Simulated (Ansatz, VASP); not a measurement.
Two plane-wave programs on ZnO

File POSCAR:

```
ZnO
1.0
    3.2351975635      0.0000000000      0.0000000000
   -1.6175987818      2.8017632763      0.0000000000
    0.0000000000      0.0000000000      5.2114228349
Zn O
2 2
Direct
    0.3333333333      0.6666666667      0.4996923815
    0.6666666667      0.3333333333     -0.0003076185
    0.6666666667      0.3333333333      0.3793176185
    0.3333333333      0.6666666667      0.8793176185
```

The input INCAR.step1:

```
PREC = Accurate ; ENCUT = 1480
ISMEAR = 0 ; SIGMA = 0.01
LREAL = False ; LASPH = True
NELM = 120 ; NBANDS = 26
GGA = PE ; ALGO = Normal
EDIFF = 1E-5 ; LWAVE = True
LCHARG = False ; GGA_COMPAT = False
```

File INCAR.step2:

```
PREC = Accurate ; ENCUT = 1480
EDIFF = 1E-6 ; ISMEAR = 0
SIGMA = 0.01 ; LREAL = False
LASPH = True ; NELM = 120
ALGO = Normal ; ISIF = 2
LWAVE = False ; LCHARG = True
METAGGA = R2SCAN ; LMIXTAU = True
LELF = True ; LVHAR = True
NBANDS = 26 ; ISTART = 1
GGA_COMPAT = False
```

KPOINTS

```
Automatic mesh
0
Gamma
  8 8 4
```

Input for Ansatz:

```yaml
crystal:
  lattice:
    - [3.23519756353, 0.0, 0.0]
    - [-1.61759878177, 2.80176327628, 0.0]
    - [0.0, 0.0, 5.21142283495]
  atoms:
    - { symbol: Zn, position: [0.333333333333, 0.666666666667, 0.499692381518] }
    - { symbol: Zn, position: [0.666666666667, 0.333333333333, -0.000307618482] }
    - { symbol: O, position: [0.666666666667, 0.333333333333, 0.379317618482] }
    - { symbol: O, position: [0.333333333333, 0.666666666667, 0.879317618482] }
kpoints:
  mp_grid: { grid: [8, 8, 4] }
scf:
  occupations: { method: fixed }
hamiltonian:
  xc: r2scan
  pseudopotentials: { kind: paw }
output:
  forces: true
  stress: true
  eigenvalues: true
  eigenstates:
    nscf_kmesh: { grid: [12, 12, 6] }
    de_dk: true
    e_range: [-9, 11.23770139026]
  optics:
    e_range: [0, 20]
    de: 0.2
    sigma: 0.1
    bands: { spectra_wanted_up_to: 20 }
    nscf_kmesh: { grid: [12, 12, 6] }
checkpoint:
  write: ck
  write_wavefunctions: false
```

Alike in both runs: task single point; functional r2SCAN; k mesh 8 × 8 × 4; no spin polarisation.

|  | VASP | Ansatz |
| --- | --- | --- |
| version | VASP 6.6.1 | Ansatz 0.2.0 |
| potentials or method | VASP PAW PBE potentials, release 64 (Zn, O_h) | PAW with Ansatz's default frozen-core files, scalar-relativistic |
| plane-wave cutoff (eV) | 1480 | 500 |
| occupations | gaussian, width 0.01 eV | fixed |
| valence electrons in the cell | 36 | 36 |

VASP gave:

- gap on the k mesh at the Fermi level (eV): 1.24
- pressure (GPa): 1.0

Question: What did Ansatz give for the same quantities?

Answer: gap on the k mesh at the Fermi level (eV): 1.24; pressure (GPa): 0.0.

VASP's potentials were made for PBE, not for r2SCAN.
